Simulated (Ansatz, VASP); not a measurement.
# Two plane-wave programs on ZnS

```
Zn S
1.0
     0.00000    2.69410    2.69410
     2.69410    0.00000    2.69410
     2.69410    2.69410    0.00000
Zn S
1 1
Direct
  0.25000 0.25000 0.25000
  0.00000 0.00000 0.00000
```

Alike in both runs: task single point; functional PBE0; k mesh 6 × 6 × 6; no spin polarisation.

|  | VASP | Ansatz |
| --- | --- | --- |
| version | VASP 6.6.1 | Ansatz 0.2.0 |
| potentials or method | VASP PAW PBE potentials, release 64 (Zn, S) | plane waves, PAW |
| plane-wave cutoff (eV) | 520 | 420 |
| occupations | gaussian, width 0.01 eV | fixed |
| valence electrons in the cell | 18 | 18 |

Ansatz gave:

| Item | Value |
| --- | --- |
| gap on the k mesh at the Fermi level (eV) | 4.04 |
| pressure (GPa) | 1.4 |

Task: Which values does VASP return?

Result: gap on the k mesh at the Fermi level (eV): 4.05; pressure (GPa): 1.3.

Ansatz's warnings: stress exchange threshold loose, stress scf threshold loose.
